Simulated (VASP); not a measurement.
Crystal: Ge2N.

```xyz
3
Lattice="3.4939 0.0000 0.0000 -1.7470 3.0258 0.0000 0.0000 0.0000 3.7725" Properties=species:S:1:pos:R:3 pbc="T T T"
Ge    0.0000    2.0172    1.8863
Ge    1.7470    1.0086    1.8863
N     0.0000    0.0000    0.0000
```

| Quantity | Value |
| --- | --- |
| Program | VASP 6.6.1 |
| Task | relaxation of cell and atoms |
| Functional | PBE |
| Potentials or basis | VASP PAW PBE potentials, release 64 (Ge_d, N) |
| Cutoff | 600 eV |
| k mesh | 6 × 6 × 4 |
| Occupations | gaussian, width 0.1 eV |
| Spin | no spin polarisation |

At the start: pressure 59.0 GPa; volume 13.29 Å³/atom.

How do energy, volume and symmetry change on relaxing?

Over 13 steps the energy falls by 1162.0 meV/atom and the volume is 15.37 Å³/atom (+15.6 %); space group P6/mmm (No. 191, to 0.05 Å).

Step by step:
| step | energy change (eV) | largest force (eV/Å) | pressure (GPa) | volume (Å³) |
| --- | --- | --- | --- | --- |
| 1 | 0.0000 | 0.0000 | 58.97 | 39.88 |
| 2 | -1.6705 | 0.0000 | -15.51 | 72.17 |
| 3 | -3.1329 | 0.0000 | -5.10 | 54.48 |
| 4 | -3.1344 | 0.0000 | -4.58 | 54.17 |
| 5 | -3.1343 | 0.0000 | -4.09 | 53.87 |
| 6 | -3.3169 | 0.0000 | -2.89 | 50.99 |
| 7 | -3.4214 | 0.0000 | -0.97 | 48.28 |
| 8 | -3.4170 | 0.0000 | 6.47 | 42.83 |
| 9 | -3.4660 | 0.0000 | 0.58 | 46.29 |
| 10 | -3.4719 | 0.0000 | 3.08 | 44.57 |
| 11 | -3.4761 | 0.0000 | 2.00 | 45.27 |
| 12 | -3.4848 | 0.0000 | -0.64 | 46.43 |
| 13 | -3.4861 | 0.0000 | 0.06 | 46.10 |

Final structure:
```xyz
3
Lattice="4.1693 0.0000 0.0000 -2.0846 3.6107 0.0000 0.0000 0.0000 3.0626" Properties=species:S:1:pos:R:3 pbc="T T T"
Ge    0.0000    2.4071    1.5313
Ge    2.0846    1.2036    1.5313
N     0.0000    0.0000    0.0000
```

Caveat: the k points lie up to 0.51 Å⁻¹ apart in the final cell; the volume moved by over 15 % at a fixed basis, so the end points are rough.
